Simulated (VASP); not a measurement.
## BeS (m.eB): single point with PBE

The system is BeS (m.eB).

```
Be S
1.0
     3.44769    0.00000    0.00000
     0.00000    4.87577    0.00000
     0.00000    0.00000    3.44769
Be S
2 2
Direct
  0.00000 0.00000 0.00000
  0.50000 0.50000 0.50000
  0.50000 0.25000 0.00000
  0.00000 0.75000 0.50000
```

| Property | Result |
| --- | --- |
| Program | VASP 6.6.1 |
| Task | single point |
| Functional | PBE |
| Potentials or basis | VASP PAW PBE potentials, release 64 (Be, S) |
| Cutoff | 600 eV |
| k mesh | 6 × 4 × 6 |
| Occupations | gaussian, width 0.1 eV |
| Spin | no spin polarisation |
| Dipole correction | no |
| Further INCAR settings | ALGO = Normal; EDIFF = 1e-06; NBANDS = 16 |

```json
{
 "Pressure": "0.1 GPa",
 "Band gap on the k mesh": "3.15 eV"
}
```

Levels at points of the mesh, in eV from the valence-band top:
```csv
k point,band 6,band 7,band 8,band 9,band 10,band 11
"(0.00, 0.00, 0.00)",0.00,0.00,0.00,3.15,4.93,5.68
"(0.50, 0.00, 0.00)",-3.03,-1.09,-1.09,5.86,5.86,7.82
"(0.00, 0.50, 0.00)",-1.58,-1.58,-1.58,4.46,4.46,6.59
"(0.50, 0.50, 0.00)",-1.01,-1.01,-1.01,5.42,5.42,6.57
"(0.50, 0.00, 0.50)",-2.59,-2.59,-2.59,3.15,3.15,4.93
"(0.50, 0.50, 0.50)",-3.79,-3.27,-3.27,6.46,6.46,8.11
```

It took 30 s on 1 thread of AMD EPYC 7R13, with other jobs on the host, peak memory 0.15 GiB.

A k mesh can miss the band edges.
